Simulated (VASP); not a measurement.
A run of VASP 6.6.1:

File INCAR:

```
PREC = Accurate
ENCUT = 600
EDIFF = 1E-6
ISMEAR = -1
SIGMA = 0.05
LREAL = F
LASPH = T
NELM = 200
ALGO = Normal
ISIF = 2
LWAVE = F
LCHARG = F
ISPIN = 2
MAGMOM = 2 2 0 0 0 0
LORBIT = 11
LMAXMIX = 4
GGA = PE
IVDW = 12
NBANDS = 38
GGA_COMPAT = F
```

KPOINTS

```
regular mesh
0
Gamma
  6 6 9
```

POSCAR

```
VO2
1.0
    4.5550568238      0.0000000000      0.0000000000
    0.0000000000      4.5550568238      0.0000000000
    0.0000000000      0.0000000000      2.8247498222
V O
2 4
Direct
    0.5000000000      0.5000000000      0.5000000000
    0.0000000000      0.0000000000      0.0000000000
    0.2006917301      0.7993082699      0.5000000000
    0.7993082699      0.2006917301      0.5000000000
    0.7006917301      0.7006917301      0.0000000000
    0.2993082699      0.2993082699      0.0000000000
```

Potentials or basis: VASP PAW PBE potentials, release 64 (V_sv, O).

The run is started by

```sh
$ cat potpaw_PBE.64/V_sv/POTCAR potpaw_PBE.64/O/POTCAR > POTCAR
$ mpirun -np 1 vasp_std > vasp.out
```

Hardware: 1 thread of Oxide Virtual Turin-like Processor, on a shared host.

Question: Estimate the wall time of this run.

Answer: It took 6.1 min on 1 thread of Oxide Virtual Turin-like Processor, with other jobs on the host, peak memory 0.29 GiB. Counts: scf iterations 17, k points 50.
